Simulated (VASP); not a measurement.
## TiTe2: relaxation of shape and atoms at fixed volume with BLYP+D3(BJ)

TiTe2:

```
Ti Te
1.0
     3.77280    0.00000    0.00000
    -1.88640    3.26734    0.00000
     0.00000    0.00000    6.32393
Ti Te
1 2
Cartesian
  0.0000 0.0000 0.0000
  0.0000 2.1782 1.7112
  1.8864 1.0891 4.6128
```

* Program: VASP 6.6.1
* Task: relaxation of shape and atoms at fixed volume
* Functional: BLYP
* Dispersion: D3(BJ)
* Potentials or basis: VASP PAW PBE potentials, release 64 (Ti_sv, Te)
* Cutoff: 600 eV
* k mesh: 8 × 8 × 4
* Occupations: gaussian, width 0.05 eV
* Spin: no spin polarisation
* Dipole correction: no
* Further INCAR settings: ALGO = Normal; EDIFF = 1e-06; IBRION = 2; EDIFFG = -0.01; NSW = 60; ISIF = 4

```yaml
Energy_gained_by_relaxing: 0.4 meV/atom
Ionic_steps: 6
Pressure_after_relaxing: -0.8 GPa
Band_gap_on_the_k_mesh: zero (bands 12 and 13 overlap by 0.61 eV)
Dispersion_energy_per_atom: -1.191 eV
```

The path:
```csv
step,energy change (eV),largest force (eV/Å),pressure (GPa),volume (Å³)
1,0.0000,0.1195,-1.17,77.96
2,-0.0010,0.0528,-0.97,77.96
3,-0.0012,0.0100,-0.84,77.96
4,-0.0012,0.0059,-0.83,77.96
5,-0.0013,0.0036,-0.82,77.96
6,-0.0013,0.0002,-0.79,77.96
```

Final structure:
```xyz
3
Lattice="3.7703 0.0000 0.0000 -1.8851 3.2652 0.0000 0.0000 0.0000 6.3324" Properties=species:S:1:pos:R:3 pbc="T T T"
Ti    3.7703    0.0000    6.3324
Te    0.0000    2.1768    1.7019
Te    1.8851    1.0884    4.6305
```

Levels at points of the mesh, in eV from the Fermi level:
| k point | band 9 | band 10 | band 11 | band 12 | band 13 | band 14 | band 15 | band 16 |
| --- | --- | --- | --- | --- | --- | --- | --- | --- |
| (0.00, 0.00, 0.00) | -1.75 | 0.38 | 0.38 | 0.38 | 0.82 | 1.05 | 1.05 | 2.93 |
| (0.50, 0.00, 0.00) | -2.76 | -2.38 | -1.78 | -1.24 | 0.05 | 1.10 | 1.46 | 2.41 |
| (0.00, 0.00, 0.50) | -1.65 | -1.65 | 0.36 | 0.36 | 0.63 | 0.63 | 1.10 | 3.47 |
| (0.50, 0.00, 0.50) | -2.41 | -2.13 | -0.81 | -0.56 | -0.23 | 1.10 | 1.43 | 2.48 |

Run time: 4 min on 1 thread of Intel(R) Xeon(R) Platinum 8259CL CPU @ 2.50GHz (Skylake/Cascade Lake), on a shared host, peak memory 0.26 GiB.

Caveat: the PAW data sets were made with another functional, which shifts forces and pressure a little; spin-orbit coupling is left out, which moves the levels of the heavy elements.
